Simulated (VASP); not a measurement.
# Be16H (a cell with a defect) in VASP: a series of runs, part 2 of 2

VASP 6.6.1. The steps go on from the part before.

## Step 4: Relaxation of the atoms, PBE

Input file INCAR:

```
  PREC = Accurate
  ENCUT = 520
  EDIFF = 1E-7
  ISMEAR = -1
  SIGMA = 0.15
  LREAL = Auto
  LASPH = T
  NELM = 100
  ALGO = Normal
  ISIF = 2
  LWAVE = F
  LCHARG = F
  GGA = PE
  IBRION = 2
  NSW = 80
  EDIFFG = -0.03
```

Input file KPOINTS:

```
regular mesh
0
Gamma
  4 4 3
```

Input file POSCAR:

```
Be16H
1.0
   -2.2900000000     -3.9663960000      0.0000000000
    3.4350000000     -1.9831980000      0.0000000000
    0.0000000000      0.0000000000      7.1768600000
Be H
16 1
Direct
    0.7500000700      0.5000000400      0.0000000000
    0.5000000400      0.3333333600      0.2500000000
    0.7500000700      0.5000000400      0.5000000000
    0.5000000400      0.3333333600      0.7500000000
    0.5000000300      0.0000000200      0.0000000000
    0.2500000400      0.8333333600      0.2500000000
    0.5000000300      0.0000000200      0.5000000000
    0.2500000400      0.8333333600      0.7500000000
    0.2500000300      0.5000000200      0.0000000000
    0.0000000100      0.3333333400      0.2500000000
    0.2500000300      0.5000000200      0.5000000000
    0.0000000100      0.3333333400      0.7500000000
    0.0000000000      0.0000000000      0.0000000000
    0.7500000800      0.8333333800      0.2500000000
    0.0000000000      0.0000000000      0.5000000000
    0.7500000800      0.8333333800      0.7500000000
    0.5140650700      0.3332535500      0.4431278500
```

Potentials or basis: VASP PAW PBE potentials, release 64 (Be, H).

Started as:

```
$ cat potpaw_PBE.64/Be/POTCAR potpaw_PBE.64/H/POTCAR > POTCAR
$ mpirun -np 1 vasp_std > vasp.out
```

OUTCAR:

```text
PREC = Accurate
   ENCUT = 520
   EDIFF = 1E-7
   ISMEAR = -1
   LREAL = Auto
   LASPH = T
   NELM = 100
   ISIF = 2
   GGA = PE
   IBRION = 2
   NSW = 80
   EDIFFG = -0.03

 ion  position               nearest neighbor table
   1  0.750  0.500  0.000-  10 2.23  12 2.23  14 2.23  16 2.23   2 2.23   4 2.23  13 2.29   9 2.29
                            13 2.29   5 2.29   5 2.29   9 2.29
   2  0.500  0.333  0.250-  17 1.39   7 2.23   5 2.23  11 2.23   9 2.23   3 2.23   1 2.23  10 2.29
                             6 2.29  10 2.29   6 2.29  14 2.29  14 2.29
   3  0.750  0.500  0.500-  17 1.33  12 2.23  10 2.23  16 2.23  14 2.23   4 2.23   2 2.23  15 2.29
                            11 2.29  15 2.29   7 2.29   7 2.29  11 2.29
   4  0.500  0.333  0.750-   5 2.23   7 2.23   9 2.23  11 2.23   1 2.23   3 2.23  12 2.29   8 2.29
                            12 2.29   8 2.29  16 2.29  16 2.29
   5  0.500  0.000  0.000-   6 2.23   8 2.23   2 2.23   4 2.23  14 2.23  16 2.23  13 2.29   9 2.29
                            13 2.29   9 2.29   1 2.29   1 2.29
   6  0.250  0.833  0.250-   5 2.23   7 2.23   9 2.23  11 2.23  13 2.23  15 2.23  14 2.29   2 2.29
                            10 2.29   2 2.29  10 2.29  14 2.29
   7  0.500  0.000  0.500-  17 1.38   8 2.23   6 2.23   4 2.23   2 2.23  16 2.23  14 2.23  15 2.29
                            11 2.29  15 2.29  11 2.29   3 2.29   3 2.29
   8  0.250  0.833  0.750-   5 2.23   7 2.23   9 2.23  11 2.23  13 2.23  15 2.23  16 2.29   4 2.29
                            12 2.29   4 2.29  12 2.29  16 2.29
   9  0.250  0.500  0.000-  10 2.23  12 2.23   6 2.23   8 2.23   2 2.23   4 2.23   1 2.29   5 2.29
                            13 2.29   5 2.29  13 2.29   1 2.29
  10  0.000  0.333  0.250-   1 2.23   3 2.23   9 2.23  11 2.23  13 2.23  15 2.23  14 2.29   2 2.29
                            14 2.29   6 2.29   2 2.29   6 2.29
[... 485 lines left out ...]
--------------------------------------- Ionic step       10  -------------------------------------------

 number of electron      33.0000001 magnetization

 Free energy of the ion-electron system (eV)
  ---------------------------------------------------
  ext. energy  EPLUGINS =         0.00000000
  ---------------------------------------------------
  free energy    TOTEN  =       -61.96215340 eV

  energy without entropy =      -61.82618390  energy(sigma->0) =      -61.89416865

 E-fermi :   7.4060     XC(G=0): -10.5781

 val. band max:        7.4036631224   @ k =   0.5000   0.0000   0.0000
 cond. band min:       7.4506949227   @ k =   0.0000   0.2500   0.0000
 fundamental gap:      0.0470318003
 Fermi energy:         7.4060336026

 k-point     1 :       0.0000    0.0000    0.0000
  band No.  band energies     occupation
      1      -5.1317      2.00000
      2      -2.9586      2.00000
      3      -2.1802      2.00000
      4      -0.3002      2.00000
      5       0.9673      2.00000
      6       1.5448      2.00000
[... 661 lines left out ...]
     24      11.2610      0.00000
     25      12.6517      0.00000

 [... further k-points ...]

------------------------ aborting loop because EDIFF is reached ----------------------------------------

  FORCE on cell =-STRESS in cart. coord.  units (eV):
  Direction    XX          YY          ZZ          XY          YZ          ZX
  --------------------------------------------------------------------------------------
  -------------------------------------------------------------------------------------
  Total        0.4163251      0.4168865      1.5318807     -0.0013595      0.0014824     -0.0040290
  in kB        5.1161960      5.1230945     18.8251956     -0.0167065      0.0182174     -0.0495117
  external PRESSURE =       9.6881620 kB  Pullay stress =       0.0000000 kB
[... 32 lines left out ...]
  FREE ENERGIE OF THE ION-ELECTRON SYSTEM (eV)
  ---------------------------------------------------
  free  energy   TOTEN  =       -61.9621534023 eV

  energy  without entropy=      -61.8261839011  energy(sigma->0) =      -61.89416865

 reached required accuracy - stopping structural energy minimisation
```

CONTCAR:

```text
Be16H
   1.00000000000000
    -2.2900000000000000   -3.9663960000000000    0.0000000000000000
     3.4350000000000001   -1.9831980000000000    0.0000000000000000
     0.0000000000000000    0.0000000000000000    7.1768599999999996
  Be              H
    16     1
Direct
     0.7517555504108807    0.4996974819727556    0.9992367095848805
     0.5009627162111148    0.3319952439845915    0.2452680294404399
     0.7718898861836855    0.5131032338493874    0.5000983567192597
     0.5009008976869215    0.3323152606998948    0.7561086809446540
     0.5009706089329851    0.9961349053560300    0.9980695582512651
     0.2489333717379131    0.8334676243847625    0.2465763839807000
[... 9 lines left out ...]
     0.7508884070947683    0.8334691966992667    0.7476288662432978
     0.5004925206558553    0.3312115839426969    0.4673905049099639

  0.00000000E+00  0.00000000E+00  0.00000000E+00
  0.00000000E+00  0.00000000E+00  0.00000000E+00
  0.00000000E+00  0.00000000E+00  0.00000000E+00
  0.00000000E+00  0.00000000E+00  0.00000000E+00
  0.00000000E+00  0.00000000E+00  0.00000000E+00
  0.00000000E+00  0.00000000E+00  0.00000000E+00
[... 9 lines left out ...]
  0.00000000E+00  0.00000000E+00  0.00000000E+00
  0.00000000E+00  0.00000000E+00  0.00000000E+00
```

It took 38 min on 1 thread of Intel Xeon 8259CL, shared host; peak memory 0.22 GiB.

What came out:

- Free energy: -61.9622 eV
- Energy gained by relaxing: 19.5 meV/atom
- Ionic steps: 10
- Pressure after relaxing: 1.0 GPa
- Largest force after relaxing: 0.027 eV/Å
- Band gap on the k mesh: zero (an odd number of electrons rules out a gap without spin polarisation)

Forces on the atoms (eV/Å):
```
Be   0.002  0.005 -0.013
Be   0.009  0.001 -0.015
Be   0.001 -0.010  0.003
Be   0.010 -0.004 -0.017
Be   0.009 -0.002  0.005
Be   0.000 -0.003  0.000
Be   0.003  0.000  0.006
Be   0.001  0.005  0.003
Be   0.000 -0.002 -0.008
Be  -0.010  0.002 -0.021
Be  -0.015 -0.005 -0.008
Be  -0.008  0.006  0.010
Be  -0.002 -0.002  0.009
Be   0.001  0.004  0.001
Be   0.000 -0.001  0.014
Be  -0.003  0.000  0.005
H    0.002  0.006  0.026
```

Stress tensor (GPa, compression positive):
```
0.51 0.00 0.00
0.00 0.51 0.00
0.00 0.00 1.88
```

Step by step:
```tsv
step	energy change (eV)	largest force (eV/Å)	pressure (GPa)
1	0.0000	1.8365	1.43
2	-0.2696	0.4034	0.99
3	-0.2858	0.3554	1.00
4	-0.3018	0.2850	0.98
5	-0.3137	0.2202	0.97
6	-0.3207	0.1466	0.97
7	-0.3263	0.1465	0.98
8	-0.3306	0.0493	0.98
9	-0.3308	0.0495	0.98
10	-0.3316	0.0270	0.97
```

Final structure:
```xyz
17
Lattice="-2.2900 -3.9664 0.0000 3.4350 -1.9832 0.0000 0.0000 0.0000 7.1769" Properties=species:S:1:pos:R:3 pbc="T T T"
Be   -0.0051   -3.9728    7.1714
Be   -0.0068   -2.6454    1.7603
Be   -0.0051   -4.0792    3.5891
Be   -0.0056   -2.6458    5.4265
Be    2.2745   -3.9626    7.1630
Be    2.2929   -2.6403    1.7696
Be    2.1754   -3.9050    3.5801
Be    2.2885   -2.6490    5.3664
Be    1.1434   -1.9831    7.1713
Be    1.1468   -0.6663    1.7698
Be    1.2410   -1.9276    3.5906
Be    1.1463   -0.6664    5.3788
Be    0.0002   -0.0045    7.1551
Be    1.1389   -4.6389    1.7696
Be    0.0372   -0.0259    3.5672
Be    1.1434   -4.6313    5.3656
H    -0.0084   -2.6420    3.3544
```

Levels at points of the mesh, in eV from the Fermi level:
```tsv
k point	band 12	band 13	band 14	band 15	band 16	band 17	band 18	band 19	band 20	band 21
(0.00, 0.00, 0.00)	-4.33	-4.05	-3.73	-0.84	0.14	0.38	0.53	0.82	0.98	1.30
(0.50, 0.00, 0.00)	-2.91	-2.44	-2.43	-2.38	-2.36	-0.35	0.00	0.38	0.47	0.52
(0.00, 0.50, 0.00)	-4.06	-3.79	-3.71	-2.71	-2.57	-0.15	0.63	0.64	0.76	0.84
(0.50, 0.50, 0.00)	-6.41	-1.35	-1.06	-0.97	-0.83	-0.40	0.36	0.52	0.58	3.96
```

Caveat: the k points lie up to 0.40 Å⁻¹ apart, too coarse for converged energies and pressures of a metal.

## Step 5: The runs side by side

| task | cell | gap on the mesh (eV) | pressure (GPa) | largest force (eV/Å) |
| --- | --- | --- | --- | --- |
| single point | as given, atomic positions A | none | 1.3 | 0.02 |
| single point | as given, atomic positions B | none | 1.0 | 0.01 |
| relaxation of the atoms | atoms relaxed, atomic positions C | none | 1.0 | 0.03 |

Alike in all rows: level PBE; potentials or basis VASP PAW PBE potentials, release 64 (Be, H); no spin polarisation; k mesh 4 × 4 × 3; cutoff (eV) 520; smearing fermi-dirac 0.15 eV.

Caveats: all runs use coarse meshes.

Absolute energies hang on the potentials; compare differences alone.

The gap in the log of VASP goes by the Fermi energy; the results here count the filled bands.